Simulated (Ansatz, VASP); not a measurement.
# Bi in VASP and in Ansatz

```xyz
1
Lattice="-1.9853 1.9853 1.9853 1.9853 -1.9853 1.9853 1.9853 1.9853 -1.9853" Properties=species:S:1:pos:R:3 pbc="T T T"
Bi    0.0000    0.0000    0.0000
```

Alike in both runs: task single point; functional PBEsol; k mesh 13 × 13 × 13; occupations fermi-dirac, width 0.1 eV; no spin polarisation.

|  | VASP | Ansatz |
| --- | --- | --- |
| version | VASP 6.6.1 | Ansatz 0.2.0 |
| potentials or method | VASP PAW PBE potentials, release 64 (Bi_d), cutoff 520 eV | plane waves (420 eV) with PAW, scalar-relativistic |
| valence electrons in the cell | 15 | 15 |

```csv
,VASP,Ansatz,Ansatz less VASP
pressure (GPa),-2.2,-2.2,+0.07
```

VASP's potentials were made for PBE, not for PBEsol, and Ansatz warns of the same on its side. The functional is the same, so the differences come from potentials, cutoffs and numerics.

Neither program's run includes spin-orbit coupling.
